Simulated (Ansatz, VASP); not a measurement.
## WC in VASP and in Ansatz

Contents of INCAR:

```
ALGO = Normal
EDIFF = 1E-6
ENCUT = 520
GGA = PS
ISIF = 2
ISMEAR = 1
LASPH = True
LCHARG = True
LELF = True
LREAL = False
LVHAR = True
LWAVE = False
NBANDS = 16
NELM = 60
PREC = Accurate
SIGMA = 0.1
```

Contents of KPOINTS:

```
k-points
0
Gamma
  11 11 11
```

The input POSCAR:

```
WC
1.0
    0.0000000000      2.1999647047      2.1999647047
    2.1999647047      0.0000000000      2.1999647047
    2.1999647047      2.1999647047      0.0000000000
W C
1 1
Direct
    0.0000000000      0.0000000000      0.0000000000
    0.5000000000      0.5000000000      0.5000000000
```

Input for Ansatz:

```yaml
crystal:
  lattice:
    - [0.0, 2.1999647046770683, 2.1999647046770683]
    - [2.1999647046770683, 0.0, 2.1999647046770683]
    - [2.1999647046770683, 2.1999647046770683, 0.0]
  atoms:
    - { symbol: W, position: [0.0, 0.0, 0.0] }
    - { symbol: C, position: [0.5, 0.5, 0.5] }
basis:
  ecutwfc: 500.0
kpoints:
  mp_grid:
    grid: [11, 11, 11]
hamiltonian:
  xc: pbesol
scf:
  occupations:
    method: methfessel_paxton
output:
  stress: true
```

Alike in both runs: task single point; functional PBEsol; k mesh 11 × 11 × 11; no spin polarisation.

```csv
,VASP,Ansatz
version,VASP 6.6.1,Ansatz 0.2.0
potentials or method,"VASP PAW PBE potentials, release 64 (W_sv, C), cutoff 520 eV","plane waves, PAW"
occupations,"methfessel-paxton of order 1, width 0.1 eV",methfessel-paxton of order 1
valence electrons in the cell,18,18
```

VASP gave:

* pressure (GPa): -12.4

Q: What did Ansatz give for the same quantities?

A: Pressure (GPa): -13.4.

VASP's potentials were made for PBE, not for PBEsol.

Neither program's run includes spin-orbit coupling.
